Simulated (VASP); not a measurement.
# FeO (rock salt type) (Fm-3m) in VASP: a series of runs

FeO (rock salt type) is run at these levels: r2SCAN, PBE; tasks: single point.

Program: VASP 6.6.1. These are calculated values, not measurements. Logs are shortened: lines on timing, memory, paths and dates and some standing lists are left out, and cuts for length are marked.

## (1) The cell of the first run

Symmetry: Fm-3m, No. 225, cubic system. The conventional cell has a = 4.023 Å, b = 4.023 Å, c = 4.023 Å, α = 90.00°, β = 90.00°, γ = 90.00°. Within 2.7 Å of Fe (site symmetry m-3m) lie 6 O at 2.01 Å. O (site symmetry m-3m) has 6 Fe at 2.01 Å within 2.7 Å.

## (2) Single point, r2SCAN

POSCAR reads:

```
FeO
1.0
    0.0000000000      2.0115552952      2.0115552952
    2.0115552952      0.0000000000      2.0115552952
    2.0115552952      2.0115552952      0.0000000000
Fe O
1 1
Direct
    0.0000000000      0.0000000000      0.0000000000
    0.5000000000      0.5000000000      0.5000000000
```

INCAR.step1 reads:

```
ALGO = Normal
EDIFF = 1E-4
ENCUT = 520
GGA = PE
ISMEAR = -1
LASPH = True
LCHARG = False
LREAL = False
LWAVE = True
NBANDS = 14
NELM = 80
PREC = Accurate
SIGMA = 0.1
```

INCAR.step2 reads:

```
ALGO = Normal
EDIFF = 1E-6
ENCUT = 520
ISIF = 2
ISMEAR = -1
ISTART = 1
LASPH = True
LCHARG = False
LMIXTAU = True
LREAL = False
LWAVE = False
METAGGA = R2SCAN
NBANDS = 14
NELM = 80
PREC = Accurate
SIGMA = 0.1
```

KPOINTS reads:

```
k-points
0
Gamma
  14 14 14
```

Potentials or basis: VASP PAW PBE potentials, release 64 (Fe, O).

Started as:

```sh
> cat potpaw_PBE.64/Fe/POTCAR potpaw_PBE.64/O/POTCAR > POTCAR
> cp INCAR.step1 INCAR
> mpirun -np 1 vasp_std > vasp.out
> cp INCAR.step2 INCAR
> mpirun -np 1 vasp_std > vasp.out
```

OUTCAR:

```text
EDIFF = 1E-6
   ENCUT = 520
   ISIF = 2
   ISMEAR = -1
   ISTART = 1
   LASPH = True
   LREAL = False
   METAGGA = R2SCAN
   NELM = 80
   PREC = Accurate

 ion  position               nearest neighbor table
   1  0.000  0.000  0.000-   2 2.01   2 2.01   2 2.01   2 2.01   2 2.01   2 2.01
   2  0.500  0.500  0.500-   1 2.01   1 2.01   1 2.01   1 2.01   1 2.01   1 2.01

  LATTYP: Found a face centered cubic cell.
 ALAT       =     4.0231105904

  Lattice vectors:

 A1 = (   0.0000000000,   2.0115552952,   2.0115552952)
 A2 = (   2.0115552952,   0.0000000000,   2.0115552952)
 A3 = (   2.0115552952,   2.0115552952,   0.0000000000)

Analysis of symmetry for initial positions (statically):
=====================================================================
 Subroutine PRICEL returns:
 Original cell was already a primitive cell.

 Routine SETGRP: Setting up the symmetry group for a
 face centered cubic supercell.

 Subroutine GETGRP returns: Found 48 space group operations
 (whereof 48 operations were pure point group operations)
 out of a pool of 48 trial point group operations.

The static configuration has the point symmetry O_h .

Analysis of symmetry for dynamics (positions and initial velocities):
=====================================================================
 Subroutine PRICEL returns:
 Original cell was already a primitive cell.

 Routine SETGRP: Setting up the symmetry group for a
 face centered cubic supercell.

 Subroutine GETGRP returns: Found 48 space group operations
 (whereof 48 operations were pure point group operations)
 out of a pool of 48 trial point group operations.

The dynamic configuration has the point symmetry O_h .

 Subroutine INISYM returns: Found 48 space group operations
 (whereof 48 operations are pure point group operations),
 and found     1 'primitive' translations

----------------------------------------------------------------------------------------

                                     Primitive cell

  volume of cell :      16.2789

  direct lattice vectors                    reciprocal lattice vectors
     0.000000000  2.011555295  2.011555295    -0.248563885  0.248563885  0.248563885
     2.011555295  0.000000000  2.011555295     0.248563885 -0.248563885  0.248563885
     2.011555295  2.011555295  0.000000000     0.248563885  0.248563885 -0.248563885

  length of vectors
     2.844768780  2.844768780  2.844768780     0.430525279  0.430525279  0.430525279

  position of ions in fractional coordinates (direct lattice)
     0.000000000  0.000000000  0.000000000
     0.500000000  0.500000000  0.500000000

  ion indices of the primitive-cell ions
   primitive index   ion index
                 1           1
                 2           2

----------------------------------------------------------------------------------------

 KPOINTS: k-points

Automatic generation of k-mesh.
 Grid dimensions read from file:
 generate k-points for:   14   14   14

 Generating k-lattice:

  Cartesian coordinates                     Fractional coordinates (reciprocal lattice)
    -0.017754563  0.017754563  0.017754563     0.071428571  0.000000000  0.000000000
     0.017754563 -0.017754563  0.017754563     0.000000000  0.071428571  0.000000000
     0.017754563  0.017754563 -0.017754563     0.000000000  0.000000000  0.071428571

  Length of vectors
     0.030751806  0.030751806  0.030751806

  Shift w.r.t. Gamma in fractional coordinates (k-lattice)
     0.000000000  0.000000000  0.000000000

 Subroutine IBZKPT returns following result:
 ===========================================

 Found    104 irreducible k-points:

 Following reciprocal coordinates:
            Coordinates               Weight
  0.000000  0.000000  0.000000      1.000000
  0.071429  0.000000  0.000000      8.000000
  0.142857  0.000000  0.000000      8.000000
  0.214286  0.000000  0.000000      8.000000
  0.285714  0.000000  0.000000      8.000000
  0.357143  0.000000  0.000000      8.000000
[... 16 lines left out ...]
  0.214286  0.142857  0.000000     24.000000
  0.285714  0.142857  0.000000     24.000000
 [... further k-points ...]
   k-points           NKPTS =    104   k-points in BZ     NKDIM =    104   number of bands    NBANDS=     14
   number of dos      NEDOS =    301   number of ions     NIONS =      2
   total plane-waves  NPLWV =  13824
   dimension x,y,z NGX =    24 NGY =   24 NGZ =   24
   dimension x,y,z NGXF=    48 NGYF=   48 NGZF=   48
   ions per type =               1   1
   NGX,Y,Z   is equivalent  to a cutoff of  14.03, 14.03, 14.03 a.u.
   NGXF,Y,Z  is equivalent  to a cutoff of  28.05, 28.05, 28.05 a.u.
 SYSTEM =  unknown system
   PREC   = accura    normal or accurate (medium, high low for compatibility)
   ISTART =      1    job   : 0-new  1-cont  2-samecut
   ICHARG =      0    charge: 1-file 2-atom 10-const
   ISPIN  =      1    spin polarized calculation?
   LNONCOLLINEAR =      F non collinear calculations
   LSORBIT =      F    spin-orbit coupling
   LASPH  =      T    aspherical Exc in radial PAW
   ENCUT  =  520.0 eV  38.22 Ry    6.18 a.u.   5.29  5.29  5.29*2*pi/ulx,y,z
   NELM   =     80;   NELMIN=  2; NELMDL=  0     # of ELM steps
   EDIFF  = 0.1E-05   stopping-criterion for ELM
   LREAL  =      F    real-space projection
   EDIFFG = 0.1E-04   stopping-criterion for IOM
   NSW    =      0    number of steps for IOM
   IBRION =     -1    ionic relax: 0-MD 1-quasi-New 2-CG
   NFREE  =      0    steps in history (QN), initial steepest desc. (CG)
   ISIF   =      2    stress and relaxation
   ISYM   =      2    0-nonsym 1-usesym 2-fastsym
   POTIM  = 0.5000    time-step for ionic-motion
   TEBEG  =    0.0;   TEEND  =   0.0 temperature during run
   PSTRESS=    0.0 pullay stress
   NELECT =      14.0000    total number of electrons
   NUPDOWN=      -1.0000    fix difference up-down
   EMIN   =  10.00;   EMAX   =-10.00  energy-range for DOS
   EFERMI =   0.00;   METHOD = LEGACY
   ISMEAR =    -1;   SIGMA  =   0.10  broadening in eV -4-tet -1-fermi 0-gaus
   EFERMI_NEDOS =   21; number of points for ismear=-14 and -15
   IALGO  =     38    algorithm
   IMIX   =      4    mixing-type and parameters
     AMIX     =   0.40;   BMIX     =  1.00
     AMIX_MAG =   1.60;   BMIX_MAG =  1.00
  volume/ion in A,a.u.               =       8.14        54.93
  Fermi-wavevector in a.u.,A,eV,Ry     =   1.556834  2.941989 32.976861  2.423731
  Thomas-Fermi vector in A             =   2.660572
   LORBIT       =      0    0 simple, 1 ext, 2 COOP (PROOUT), +10 PAW based schemes
   METAGGA = R2SCAN    functional components
   LHFCALC =     F    Hartree Fock is set to
   AEXX    =    0.0000 exact exchange contribution
   IVDW    =     0    specifies the selected vdW correction
   LEPSILON=     F    determine dielectric tensor
   LRPA    =     F    only Hartree local field effects (RPA)
 non-spin polarized calculation
  energy-cutoff  :      520.00
  volume of cell :       16.28
 maximum number of plane-waves:       452
 NGX is ok and might be reduce to    24
   NGX = 11   NGY = 11   NGZ = 11

 number of electron      13.9999995 magnetization

 Free energy of the ion-electron system (eV)
  ---------------------------------------------------
  ext. energy  EPLUGINS =         0.00000000
  ---------------------------------------------------
  free energy    TOTEN  =       -21.35988642 eV

  energy without entropy =      -21.32189159  energy(sigma->0) =      -21.34088900

 E-fermi :   7.9129     XC(G=0): -14.1187

 val. band max:        7.8371683307   @ k =   0.1429   0.0714   0.0000
 cond. band min:       7.9564918082   @ k =   0.2143   0.1429   0.0000
 fundamental gap:      0.1193234775
 Fermi energy:         7.9129388585

 k-point     1 :       0.0000    0.0000    0.0000
  band No.  band energies     occupation
      1     -15.5198      2.00000
      2       3.3112      2.00000
      3       3.3112      2.00000
      4       3.3112      2.00000
      5       5.8214      2.00000
      6       5.8217      2.00000
      7       5.8217      2.00000
      8       7.5384      1.95384
      9       7.5387      1.95369
     10      10.7982      0.00000
     11      25.8555      0.00000
     12      28.7300      0.00000
     13      28.7303      0.00000
     14      28.7303      0.00000

 k-point     2 :       0.0714    0.0000    0.0000
  band No.  band energies     occupation
      1     -15.4515      2.00000
      2       2.8715      2.00000
      3       3.0952      2.00000
      4       3.0952      2.00000
      5       5.9104      2.00000
      6       5.9106      2.00000
      7       5.9596      2.00000
      8       7.7703      1.61277
      9       7.7706      1.61175
     10      11.1289      0.00000
     11      25.1668      0.00000
     12      28.6337      0.00000
     13      28.6339      0.00000
     14      29.2144      0.00000

 k-point     3 :       0.1429    0.0000    0.0000
  band No.  band energies     occupation
      1     -15.2541      2.00000
      2       1.8665      2.00000
      3       2.5961      2.00000
      4       2.5961      2.00000
      5       6.1231      2.00000
      6       6.1233      2.00000
      7       6.2211      2.00000
      8       8.3560      0.02354
      9       8.3563      0.02347
     10      11.9563      0.00000
     11      23.7838      0.00000
     12      28.1960      0.00000
     13      28.1961      0.00000
     14      30.0580      0.00000

 k-point     4 :       0.2143    0.0000    0.0000
  band No.  band energies     occupation
      1     -14.9540      2.00000
      2       0.6885      2.00000
      3       2.0292      2.00000
      4       2.0292      2.00000
      5       6.4006      2.00000
      6       6.4008      2.00000
      7       6.5143      2.00000
      8       9.0942      0.00001
      9       9.0945      0.00001
     10      12.9513      0.00000
     11      22.3228      0.00000
     12      27.2504      0.00000
     13      27.2505      0.00000
     14      30.8430      0.00000

 k-point     5 :       0.2857    0.0000    0.0000
  band No.  band energies     occupation
      1     -14.5971      2.00000
      2      -0.4411      2.00000
      3       1.5169      2.00000
      4       1.5169      2.00000
      5       6.7031      1.99999
      6       6.7033      1.99999
      7       6.8485      1.99995
      8       9.8291      0.00000
      9       9.8294      0.00000
     10      13.7866      0.00000
     11      21.1286      0.00000
[... 276 lines left out ...]
 k-point    22 :       0.1429    0.1429    0.0000
  band No.  band energies     occupation
      1     -15.1817      2.00000
      2       1.3331      2.00000
      3       2.7388      2.00000
      4       2.7388      2.00000
      5       5.4995      2.00000
      6       6.6118      2.00000
      7       6.6118      2.00000
      8       7.6669      1.84257
      9       8.6540      0.00121
     10      12.5739      0.00000
     11      24.0140      0.00000
     12      27.5123      0.00000
     13      27.5123      0.00000
     14      28.8023      0.00000

 k-point    23 :       0.2143    0.1429    0.0000
  band No.  band energies     occupation
      1     -14.9777      2.00000
      2       0.6474      2.00000
      3       2.3446      2.00000
      4       2.4397      2.00000
      5       5.4907      2.00000
      6       6.8496      1.99995
      7       6.8790      1.99994
      8       7.9565      0.78561
      9       9.0501      0.00002
     10      13.4527      0.00000
     11      23.1875      0.00000
     12      26.4743      0.00000
     13      27.0584      0.00000
     14      28.2534      0.00000

 k-point    24 :       0.2857    0.1429    0.0000
  band No.  band energies     occupation
      1     -14.6967      2.00000
      2      -0.0810      2.00000
      3       1.7376      2.00000
      4       2.0154      2.00000
      5       5.6973      2.00000
      6       7.0420      1.99967
      7       7.1223      1.99926
      8       8.5444      0.00361
      9       9.6019      0.00000
     10      14.3524      0.00000
     11      21.9970      0.00000
     12      25.0241      0.00000
     13      26.4434      0.00000
     14      29.0265      0.00000

 [... further k-points ...]
[... 5 lines left out ...]
  --------------------------------------------------------------------------------------
  -------------------------------------------------------------------------------------
  Total        1.4392033      1.4392033      1.4392033     -0.0000000      0.0000000      0.0000000
  in kB      141.6468093    141.6468093    141.6468093     -0.0000000      0.0000000      0.0000000
  external PRESSURE =     141.6468093 kB  Pullay stress =       0.0000000 kB

 VOLUME and BASIS-vectors are now :
 -----------------------------------------------------------------------------
  energy-cutoff  :      520.00
  volume of cell :       16.28
      direct lattice vectors                 reciprocal lattice vectors
     0.000000000  2.011555295  2.011555295    -0.248563885  0.248563885  0.248563885
     2.011555295  0.000000000  2.011555295     0.248563885 -0.248563885  0.248563885
     2.011555295  2.011555295  0.000000000     0.248563885  0.248563885 -0.248563885

 POSITION                                       TOTAL-FORCE (eV/Angst)
 -----------------------------------------------------------------------------------
      0.00000      0.00000      0.00000        -0.000000     -0.000000     -0.000000
      2.01156      2.01156      2.01156         0.000000      0.000000      0.000000
 -----------------------------------------------------------------------------------
    total drift:                                0.000000     -0.000000     -0.000000

  FREE ENERGIE OF THE ION-ELECTRON SYSTEM (eV)
  ---------------------------------------------------
  free  energy   TOTEN  =       -21.3598864184 eV

  energy  without entropy=      -21.3218915886  energy(sigma->0) =      -21.34088900
```

It took 34 s on 1 thread of Intel Xeon 6975P-C (Granite Rapids), shared host; peak memory 0.16 GiB.

Results:

```yaml
Free_energy: -21.3599 eV
Pressure: 14.2 GPa
Band_gap_on_the_k_mesh: zero (bands 7 and 8 overlap by 0.11 eV)
```

Caveat: the cell stands under pressure; the PAW data sets were made with another functional, which shifts forces and pressure a little; the run has no spin polarisation, though such a crystal can be magnetic; semilocal functionals often make such compounds metallic where correlation or magnetic order opens a gap, which also shifts bond lengths.

## (3) Single point, r2SCAN

This run uses another cell than the first one, of 8.40 Å³/atom.

POSCAR reads:

```
FeO
1.0
    0.0000000000      2.0325105043      2.0325105043
    2.0325105043      0.0000000000      2.0325105043
    2.0325105043      2.0325105043      0.0000000000
Fe O
1 1
Direct
    0.0000000000      0.0000000000      0.0000000000
    0.5000000000      0.5000000000      0.5000000000
```

INCAR.step1 reads:

```
PREC = Accurate
ENCUT = 520
ISMEAR = -1
SIGMA = 0.1
LREAL = F
LASPH = T
NELM = 60
NBANDS = 14
GGA = PE
ALGO = Normal
EDIFF = 1E-4
LWAVE = T
LCHARG = F
```

INCAR.step2 reads:

```
PREC = Accurate
ENCUT = 520
EDIFF = 1E-7
ISMEAR = -1
SIGMA = 0.1
LREAL = F
LASPH = T
NELM = 60
ALGO = Normal
ISIF = 2
LWAVE = F
LCHARG = F
METAGGA = R2SCAN
LMIXTAU = T
NBANDS = 14
ISTART = 1
```

KPOINTS reads:

```
Automatic mesh
0
Gamma
  14 14 14
```

Potentials or basis: VASP PAW PBE potentials, release 64 (Fe, O).

Started as:

```sh
> cat potpaw_PBE.64/Fe/POTCAR potpaw_PBE.64/O/POTCAR > POTCAR
> cp INCAR.step1 INCAR
> mpirun -np 1 vasp_std > vasp.out
> cp INCAR.step2 INCAR
> mpirun -np 1 vasp_std > vasp.out
```

OUTCAR:

```text
PREC = Accurate
   ENCUT = 520
   EDIFF = 1E-7
   ISMEAR = -1
   LREAL = F
   LASPH = T
   NELM = 60
   ISIF = 2
   METAGGA = R2SCAN
   ISTART = 1

 ion  position               nearest neighbor table
   1  0.000  0.000  0.000-   2 2.03   2 2.03   2 2.03   2 2.03   2 2.03   2 2.03
   2  0.500  0.500  0.500-   1 2.03   1 2.03   1 2.03   1 2.03   1 2.03   1 2.03

  LATTYP: Found a face centered cubic cell.
 ALAT       =     4.0650210086

  Lattice vectors:

 A1 = (   0.0000000000,   2.0325105043,   2.0325105043)
 A2 = (   2.0325105043,   0.0000000000,   2.0325105043)
[... 586 lines left out ...]
     11      21.3769      0.00000
     12      24.2711      0.00000
     13      25.7114      0.00000
     14      28.2386      0.00000

 [... further k-points ...]
[... 5 lines left out ...]
  --------------------------------------------------------------------------------------
  -------------------------------------------------------------------------------------
  Total        0.5180923      0.5180923      0.5180923      0.0000000      0.0000000     -0.0000000
  in kB       49.4298519     49.4298519     49.4298519      0.0000000      0.0000000     -0.0000000
  external PRESSURE =      49.4298519 kB  Pullay stress =       0.0000000 kB

 VOLUME and BASIS-vectors are now :
 -----------------------------------------------------------------------------
  energy-cutoff  :      520.00
  volume of cell :       16.79
      direct lattice vectors                 reciprocal lattice vectors
     0.000000000  2.032510504  2.032510504    -0.246001189  0.246001189  0.246001189
     2.032510504  0.000000000  2.032510504     0.246001189 -0.246001189  0.246001189
     2.032510504  2.032510504  0.000000000     0.246001189  0.246001189 -0.246001189

 POSITION                                       TOTAL-FORCE (eV/Angst)
 -----------------------------------------------------------------------------------
      0.00000      0.00000      0.00000        -0.000000     -0.000000      0.000000
      2.03251      2.03251      2.03251         0.000000      0.000000     -0.000000
 -----------------------------------------------------------------------------------
    total drift:                                0.000000     -0.000000     -0.000000

  FREE ENERGIE OF THE ION-ELECTRON SYSTEM (eV)
  ---------------------------------------------------
  free  energy   TOTEN  =       -21.3909656475 eV

  energy  without entropy=      -21.3563428947  energy(sigma->0) =      -21.37365427
```

OSZICAR.step1:

```text
N       E                     dE             d eps       ncg     rms          rms(c)
DAV:   1     0.686506462368E+02    0.68651E+02   -0.75194E+03  3120   0.127E+03
DAV:   2    -0.123184795000E+02   -0.80969E+02   -0.71104E+02  3184   0.243E+02
DAV:   3    -0.159936702939E+02   -0.36752E+01   -0.35532E+01  3320   0.576E+01
DAV:   4    -0.160228741313E+02   -0.29204E-01   -0.29193E-01  3152   0.498E+00
DAV:   5    -0.160231461764E+02   -0.27205E-03   -0.27204E-03  3422   0.519E-01    0.154E+01
DAV:   6    -0.149520085447E+02    0.10711E+01   -0.14976E+01  3104   0.638E+01    0.133E+01
DAV:   7    -0.138708784547E+02    0.10811E+01   -0.61208E+00  3046   0.451E+01    0.618E+00
DAV:   8    -0.138628350059E+02    0.80434E-02   -0.37010E-01  3318   0.982E+00    0.133E+00
DAV:   9    -0.138567640467E+02    0.60710E-02   -0.30231E-02  3744   0.300E+00    0.287E-01
DAV:  10    -0.138565946642E+02    0.16938E-03   -0.68417E-03  3488   0.151E+00    0.166E-01
DAV:  11    -0.138563679925E+02    0.22667E-03   -0.11215E-03  3690   0.588E-01    0.144E-02
DAV:  12    -0.138563722373E+02   -0.42448E-05   -0.30623E-05  1534   0.611E-02
   1 F= -.13856372E+02 E0= -.13782574E+02  d E =-.147596E+00
```

Run time: 42 s. Hardware: 1 thread of Intel Xeon 6975P-C (Granite Rapids), shared host; peak memory 0.15 GiB.

Results:

```
Free energy            : -21.3910 eV
Pressure               : 4.9 GPa
Band gap on the k mesh : zero (bands 7 and 8 overlap by 0.02 eV)
```

Levels at points of the mesh, in eV from the Fermi level:
```csv
k point,band 5,band 6,band 7,band 8,band 9,band 10
"(0.00, 0.00, 0.00)",-2.01,-2.01,-2.01,-0.31,-0.31,2.65
"(0.50, 0.00, 0.00)",-0.66,-0.66,-0.30,3.00,3.00,6.12
"(0.50, 0.50, 0.00)",-3.51,-0.30,-0.30,0.36,1.16,8.72
```

Caveat: the cell stands under pressure; the PAW data sets were made with another functional, which shifts forces and pressure a little; the run has no spin polarisation, though such a crystal can be magnetic; semilocal functionals often make such compounds metallic where correlation or magnetic order opens a gap, which also shifts bond lengths. With open d or f shells a metallic result of r2SCAN can be an artefact of self-interaction; +U or a hybrid may open a gap.

(Part 1 of 2 ends here.)

The gap in the log of VASP goes by the Fermi energy; the results here count the filled bands.